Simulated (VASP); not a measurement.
CaO, 2 atoms in the cell. Symmetry: Fm-3m, No. 225, cubic system. The conventional cell has a = 4.230 Å, b = 4.230 Å, c = 4.230 Å, α = 90.00°, β = 90.00°, γ = 90.00°. Within 2.8 Å of Ca (site symmetry m-3m) lie 6 O at 2.11 Å. O (site symmetry m-3m) has 6 Ca at 2.11 Å within 2.8 Å. 

| Quantity | Value |
| --- | --- |
| Program | VASP 6.6.1 |
| Task | single point |
| Functional | PBE |
| Potentials or basis | VASP PAW PBE potentials, release 64 (Ca_sv, O) |
| Cutoff | 600 eV |
| k mesh | 14 × 14 × 14 |
| Occupations | gaussian, width 0.02 eV |
| Spin | no spin polarisation |
| Dipole correction | no |
| Further INCAR settings | ALGO = Normal; EDIFF = 1e-06; NBANDS = 15 |

Potentials or basis: VASP PAW PBE potentials, release 64 (Ca_sv, O).

Command:

```console
$ cat potpaw_PBE.64/Ca_sv/POTCAR potpaw_PBE.64/O/POTCAR > POTCAR
$ mpirun -np 1 vasp_std > vasp.out
```

Hardware: 1 thread of AMD EPYC 9R45 96-Core Processor (Zen 5), with other jobs on the host.

Problem. How long does it take, and how much memory?

Solution. Wall time 14 s on 1 thread of AMD EPYC 9R45 96-Core Processor (Zen 5) (shared host), peak memory 0.14 GiB. Counts: scf iterations 12, k points 104.
